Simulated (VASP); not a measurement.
# Na (Im-3m) in VASP: notebook

Aim: see how the results for Na move with the level of theory and the settings. Levels: HSE06, r2SCAN0. Tasks: single point.

Everything below comes from runs of VASP 6.6.1. Logs are shortened: lines on timing, memory, paths and dates and some standing lists are left out, and cuts for length are marked.

**1. The cell of the first run**

It takes space group Im-3m (No. 229, cubic). Conventional cell: a = 4.282 Å, b = 4.282 Å, c = 4.282 Å, α = 90.00°, β = 90.00°, γ = 90.00°. Na (site symmetry m-3m) has 14 Na at 3.71 to 4.28 Å within 4.9 Å.

**2. Single point, HSE06**

Contents of POSCAR:

```
Na
1.0
   -2.1410000000      2.1410000000      2.1410000000
    2.1410000000     -2.1410000000      2.1410000000
    2.1410000000      2.1410000000     -2.1410000000
Na
1
Direct
    0.0000000000      0.0000000000      0.0000000000
```

Contents of INCAR.step1:

```
SYSTEM = Na
PREC = Accurate ; ENCUT = 520
EDIFF = 1E-5 ; ISMEAR = 1
SIGMA = 0.1 ; LREAL = .False.
LASPH = .True. ; NELM = 60
ALGO = Normal ; ISIF = 2
LWAVE = .True. ; LCHARG = .False.
GGA = PE ; NBANDS = 10
```

Contents of INCAR.step2:

```
SYSTEM = Na
PREC = Accurate ; ENCUT = 520
EDIFF = 1E-6 ; ISMEAR = 1
SIGMA = 0.1 ; LREAL = .False.
LASPH = .True. ; NELM = 60
ALGO = Normal ; ISIF = 2
LWAVE = .False. ; LCHARG = .False.
GGA = PE ; LHFCALC = .True.
HFSCREEN = 0.2079 ; PRECFOCK = Normal
ISTART = 1 ; NBANDS = 10
```

Contents of KPOINTS:

```
Automatic mesh
0
Gamma
  6 6 6
  0 0 0
```

Potentials or basis: VASP PAW PBE potentials, release 64 (Na_pv).

Run with:

```bash
$ cat potpaw_PBE.64/Na_pv/POTCAR > POTCAR
$ cp INCAR.step1 INCAR
$ mpirun -np 1 vasp_std > vasp.out
$ cp INCAR.step2 INCAR
$ mpirun -np 1 vasp_std > vasp.out
```

OUTCAR:

```text
SYSTEM = Na
   PREC = Accurate
   ENCUT = 520
   EDIFF = 1E-6
   ISMEAR = 1
   LREAL = .False.
   LASPH = .True.
   NELM = 60
   ISIF = 2
   GGA = PE
   LHFCALC = .True.
   HFSCREEN = 0.2079
   PRECFOCK = Normal
   ISTART = 1

 ion  position               nearest neighbor table
   1  0.000  0.000  0.000-

  LATTYP: Found a body centered cubic cell.
 ALAT       =     4.2820000000

  Lattice vectors:

 A1 = (  -2.1410000000,   2.1410000000,   2.1410000000)
 A2 = (   2.1410000000,  -2.1410000000,   2.1410000000)
 A3 = (   2.1410000000,   2.1410000000,  -2.1410000000)

Analysis of symmetry for initial positions (statically):
=====================================================================
 Subroutine PRICEL returns:
 Original cell was already a primitive cell.

 Routine SETGRP: Setting up the symmetry group for a
 body centered cubic supercell.

 Subroutine GETGRP returns: Found 48 space group operations
 (whereof 48 operations were pure point group operations)
 out of a pool of 48 trial point group operations.

The static configuration has the point symmetry O_h .

Analysis of symmetry for dynamics (positions and initial velocities):
=====================================================================
 Subroutine PRICEL returns:
 Original cell was already a primitive cell.

 Routine SETGRP: Setting up the symmetry group for a
 body centered cubic supercell.

 Subroutine GETGRP returns: Found 48 space group operations
 (whereof 48 operations were pure point group operations)
 out of a pool of 48 trial point group operations.

The dynamic configuration has the point symmetry O_h .

 Subroutine INISYM returns: Found 48 space group operations
 (whereof 48 operations are pure point group operations),
 and found     1 'primitive' translations

----------------------------------------------------------------------------------------

                                     Primitive cell

  volume of cell :      39.2564

  direct lattice vectors                    reciprocal lattice vectors
    -2.141000000  2.141000000  2.141000000     0.000000000  0.233535731  0.233535731
     2.141000000 -2.141000000  2.141000000     0.233535731  0.000000000  0.233535731
     2.141000000  2.141000000 -2.141000000     0.233535731  0.233535731  0.000000000

  length of vectors
     3.708320779  3.708320779  3.708320779     0.330269398  0.330269398  0.330269398

  position of ions in fractional coordinates (direct lattice)
     0.000000000  0.000000000  0.000000000

  ion indices of the primitive-cell ions
   primitive index   ion index
                 1           1

----------------------------------------------------------------------------------------

 KPOINTS: Automatic mesh

Automatic generation of k-mesh.
 Grid dimensions read from file:
 generate k-points for:    6    6    6

 Generating k-lattice:

  Cartesian coordinates                     Fractional coordinates (reciprocal lattice)
     0.000000000  0.038922622  0.038922622     0.166666667  0.000000000  0.000000000
     0.038922622  0.000000000  0.038922622     0.000000000  0.166666667  0.000000000
     0.038922622  0.038922622  0.000000000     0.000000000  0.000000000  0.166666667

  Length of vectors
     0.055044900  0.055044900  0.055044900

  Shift w.r.t. Gamma in fractional coordinates (k-lattice)
     0.000000000  0.000000000  0.000000000

 Subroutine IBZKPT returns following result:
 ===========================================

 Found     16 irreducible k-points:

 Following reciprocal coordinates:
            Coordinates               Weight
  0.000000  0.000000  0.000000      1.000000
  0.166667  0.000000  0.000000     12.000000
  0.333333  0.000000  0.000000     12.000000
  0.500000  0.000000  0.000000      6.000000
  0.166667  0.166667  0.000000     24.000000
  0.333333  0.166667  0.000000     48.000000
[... 8 lines left out ...]
  0.500000  0.500000  0.333333     12.000000
  0.500000  0.500000  0.500000      1.000000
   k-points           NKPTS =     16   k-points in BZ     NKDIM =    216   number of bands    NBANDS=     10
   number of dos      NEDOS =    301   number of ions     NIONS =      1
   total plane-waves  NPLWV =  21952
   dimension x,y,z NGX =    28 NGY =   28 NGZ =   28
   dimension x,y,z NGXF=    56 NGYF=   56 NGZF=   56
   ions per type =               1
   NGX,Y,Z   is equivalent  to a cutoff of  12.55, 12.55, 12.55 a.u.
   NGXF,Y,Z  is equivalent  to a cutoff of  25.11, 25.11, 25.11 a.u.
 SYSTEM =  Na
   PREC   = accura    normal or accurate (medium, high low for compatibility)
   ISTART =      1    job   : 0-new  1-cont  2-samecut
   ICHARG =      0    charge: 1-file 2-atom 10-const
   ISPIN  =      1    spin polarized calculation?
   LNONCOLLINEAR =      F non collinear calculations
   LSORBIT =      F    spin-orbit coupling
   LASPH  =      T    aspherical Exc in radial PAW
   ENCUT  =  520.0 eV  38.22 Ry    6.18 a.u.   6.90  6.90  6.90*2*pi/ulx,y,z
   NELM   =     60;   NELMIN=  2; NELMDL=  0     # of ELM steps
   EDIFF  = 0.1E-05   stopping-criterion for ELM
   LREAL  =      F    real-space projection
   EDIFFG = 0.1E-04   stopping-criterion for IOM
   NSW    =      0    number of steps for IOM
   IBRION =     -1    ionic relax: 0-MD 1-quasi-New 2-CG
   NFREE  =      0    steps in history (QN), initial steepest desc. (CG)
   ISIF   =      2    stress and relaxation
   ISYM   =      3    0-nonsym 1-usesym 2-fastsym
   POTIM  = 0.5000    time-step for ionic-motion
   TEBEG  =    0.0;   TEEND  =   0.0 temperature during run
   PSTRESS=    0.0 pullay stress
   NELECT =       7.0000    total number of electrons
   NUPDOWN=      -1.0000    fix difference up-down
   EMIN   =  10.00;   EMAX   =-10.00  energy-range for DOS
   EFERMI =   0.00;   METHOD = LEGACY
   ISMEAR =     1;   SIGMA  =   0.10  broadening in eV -4-tet -1-fermi 0-gaus
   EFERMI_NEDOS =   21; number of points for ismear=-14 and -15
   IALGO  =     38    algorithm
   IMIX   =      1    mixing-type and parameters
     AMIX     =   0.40;   BMIX     =  1.00
     AMIX_MAG =   1.60;   BMIX_MAG =  1.00
  volume/ion in A,a.u.               =      39.26       264.91
  Fermi-wavevector in a.u.,A,eV,Ry     =   0.921448  1.741284 11.552251  0.849066
  Thomas-Fermi vector in A             =   2.046866
   LORBIT       =      0    0 simple, 1 ext, 2 COOP (PROOUT), +10 PAW based schemes
   GGA     = PE    functional components
   LHFCALC =     T    Hartree Fock is set to
   PRECFOCK=normal    Normal, Fast or Accurate (Low or Medium for compatibility)
   ENCUT4O =  -1.0   cutoff for four orbital integrals eV
   NKREDX  =     1    reduce k-point grid by
   NKREDY  =     1    reduce k-point grid by
   NKREDZ  =     1    reduce k-point grid by
   AEXX    =    0.2500 exact exchange contribution
   HFSCREEN=    0.2079 screening length (either q_TF or 0.3 A-1)
   HFSCREENC=   0.2079 screening length for correlation (either q_TF or 0.3 A-1)
   ENCUTFOCK=  -1.0 apply spherical cutoff to Coloumb kernel
   IVDW    =     0    specifies the selected vdW correction
   LEPSILON=     F    determine dielectric tensor
   LRPA    =     F    only Hartree local field effects (RPA)
 non-spin polarized calculation
 Methfessel and Paxton  Order N= 1 SIGMA  =   0.10
  energy-cutoff  :      520.00
  volume of cell :       39.26
 maximum number of plane-waves:      1075
  NGX = 24; NGY = 24; NGZ = 24

 number of electron       7.0000011 magnetization

 Free energy of the ion-electron system (eV)
  ---------------------------------------------------
  ext. energy  EPLUGINS =         0.00000000
  ---------------------------------------------------
  free energy    TOTEN  =        -1.36333976 eV

  energy without entropy =       -1.35717371  energy(sigma->0) =       -1.36128441

 E-fermi :   0.2301     XC(G=0):  -5.4059

 val. band max:       -0.2711857562   @ k =   0.1667   0.1667   0.1667
 cond. band min:       0.2374758583   @ k =   0.3333   0.1667   0.0000
 fundamental gap:      0.5086616146
 Fermi energy:         0.2300681026

 k-point     1 :       0.0000    0.0000    0.0000
  band No.  band energies     occupation
      1     -27.7801      2.00000
      2     -27.7801      2.00000
      3     -27.7801      2.00000
      4      -3.5240      2.00000
      5      12.1378      0.00000
      6      12.1378      0.00000
      7      12.1378      0.00000
      8      13.0781      0.00000
      9      13.0781      0.00000
     10      13.5608      0.00000

 k-point     2 :       0.1667    0.0000    0.0000
  band No.  band energies     occupation
      1     -27.7869      2.00000
      2     -27.7823      2.00000
      3     -27.7800      2.00000
      4      -2.9604      2.00000
      5       8.4746      0.00000
      6      10.4547      0.00000
      7      10.9520      0.00000
      8      11.2812      0.00000
      9      12.1301      0.00000
     10      14.0972      0.00000

 k-point     3 :       0.3333    0.0000    0.0000
  band No.  band energies     occupation
      1     -27.8003      2.00000
      2     -27.7867      2.00000
      3     -27.7797      2.00000
      4      -1.3156      2.00000
      5       4.5622      0.00000
      6       9.1089      0.00000
      7       9.8891      0.00000
      8      10.0424      0.00000
      9      11.1338      0.00000
     10      15.2503      0.00000

 k-point     4 :       0.5000    0.0000    0.0000
  band No.  band energies     occupation
      1     -27.8069      2.00000
      2     -27.7888      2.00000
      3     -27.7796      2.00000
      4       1.0139     -0.00000
      5       1.5167     -0.00000
      6       8.6534      0.00000
      7       9.5274      0.00000
      8       9.6292      0.00000
      9      10.7126      0.00000
     10      16.4679      0.00000
[... 118 lines left out ...]
 k-point    14 :      -0.3333    0.3333    0.3333
  band No.  band energies     occupation
      1     -27.7975      2.00000
      2     -27.7941      2.00000
      3     -27.7941      2.00000
      4       0.7487     -0.00000
      5       5.9175      0.00000
      6       6.1342      0.00000
      7       6.1342      0.00000
      8       7.7859      0.00000
      9      12.0353      0.00000
     10      15.7679      0.00000

 k-point    15 :       0.5000    0.5000    0.3333
  band No.  band energies     occupation
      1     -27.8010      2.00000
      2     -27.7965      2.00000
      3     -27.7943      2.00000
      4       2.8760      0.00000
      5       3.3982      0.00000
      6       5.7179      0.00000
      7       6.2638      0.00000
      8       8.2508      0.00000
      9       9.8341      0.00000
     10      15.8321      0.00000

 k-point    16 :       0.5000    0.5000    0.5000
  band No.  band energies     occupation
      1     -27.7991      2.00000
      2     -27.7991      2.00000
      3     -27.7991      2.00000
      4       4.9763      0.00000
      5       4.9763      0.00000
      6       5.3025      0.00000
      7       5.3025      0.00000
      8       5.3025      0.00000
      9       8.0100      0.00000
     10      19.7248      0.00000

------------------------ aborting loop because EDIFF is reached ----------------------------------------

  FORCE on cell =-STRESS in cart. coord.  units (eV):
  Direction    XX          YY          ZZ          XY          YZ          ZX
  --------------------------------------------------------------------------------------
  -------------------------------------------------------------------------------------
  Total       -0.0515786     -0.0515786     -0.0515786     -0.0000000     -0.0000000      0.0000000
  in kB       -2.1050860     -2.1050860     -2.1050860     -0.0000000     -0.0000000      0.0000000
  external PRESSURE =      -2.1050860 kB  Pullay stress =       0.0000000 kB

 VOLUME and BASIS-vectors are now :
 -----------------------------------------------------------------------------
  energy-cutoff  :      520.00
  volume of cell :       39.26
      direct lattice vectors                 reciprocal lattice vectors
    -2.141000000  2.141000000  2.141000000     0.000000000  0.233535731  0.233535731
     2.141000000 -2.141000000  2.141000000     0.233535731  0.000000000  0.233535731
     2.141000000  2.141000000 -2.141000000     0.233535731  0.233535731  0.000000000

 POSITION                                       TOTAL-FORCE (eV/Angst)
 -----------------------------------------------------------------------------------
      0.00000      0.00000      0.00000         0.000000      0.000000     -0.000000
 -----------------------------------------------------------------------------------
    total drift:                               -0.000003      0.000016      0.000008

  FREE ENERGIE OF THE ION-ELECTRON SYSTEM (eV)
  ---------------------------------------------------
  free  energy   TOTEN  =        -1.3633397571 eV

  energy  without entropy=       -1.3571737126  energy(sigma->0) =       -1.36128441
```

Wall time 6.4 min (1 thread of Intel Xeon Platinum 8259CL at 2.50GHz (Skylake/Cascade Lake), shared host); peak memory 0.26 GiB.

Results:

```yaml
Free_energy: -1.3633 eV
Pressure: -0.2 GPa
Band_gap_on_the_k_mesh: zero (an odd number of electrons rules out a gap without spin polarisation)
```

Caveat: the PAW data sets were made with another functional, which shifts forces and pressure a little.

**3. Single point, r2SCAN0**

POSCAR is that of step 2.

Contents of INCAR.step1:

```
SYSTEM = Na
PREC = Accurate ; ENCUT = 520
EDIFF = 1E-5 ; ISMEAR = 1
SIGMA = 0.01 ; LREAL = .False.
LASPH = .True. ; NELM = 60
ALGO = Normal ; ISIF = 2
LWAVE = .True. ; NBANDS = 10
GGA = PE
```

Contents of INCAR.step2:

```
SYSTEM = Na
PREC = Accurate ; ENCUT = 520
EDIFF = 1E-7 ; ISMEAR = 1
SIGMA = 0.01 ; LREAL = .False.
LASPH = .True. ; NELM = 60
ALGO = Normal ; ISIF = 2
LWAVE = .False. ; LCHARG = .True.
METAGGA = R2SCAN ; LHFCALC = .True.
AEXX = 0.25 ; LMIXTAU = .True.
PRECFOCK = Normal ; LELF = .True.
LVHAR = .True. ; NBANDS = 10
ISTART = 1
```

Contents of KPOINTS:

```
regular mesh
0
Gamma
  6 6 6
  0 0 0
```

Potentials or basis: VASP PAW PBE potentials, release 64 (Na_pv).

Run with:

```bash
$ cat potpaw_PBE.64/Na_pv/POTCAR > POTCAR
$ cp INCAR.step1 INCAR
$ mpirun -np 1 vasp_std > vasp.out
$ cp INCAR.step2 INCAR
$ mpirun -np 1 vasp_std > vasp.out
```

It took 18 min on 1 thread of Intel Xeon Platinum 8259CL at 2.50GHz (Skylake/Cascade Lake), shared host; peak memory 0.17 GiB.

The run converged. Its results:

```
Free energy            : -3.2085 eV
Pressure               : -0.1 GPa
Band gap on the k mesh : zero (an odd number of electrons rules out a gap without spin polarisation)
```

Levels at points of the mesh, in eV from the Fermi level:
```
           k point  band 1  band 2  band 3  band 4  band 5  band 6
(0.00, 0.00, 0.00)  -29.25  -29.25  -29.25   -4.35   12.57   12.57
(0.50, 0.00, 0.00)  -29.28  -29.26  -29.25    1.00    1.67    8.98
(0.50, 0.50, 0.50)  -29.27  -29.27  -29.27    5.19    5.19    5.59
```

Caveat: the PAW data sets were made with another functional, which shifts forces and pressure a little.
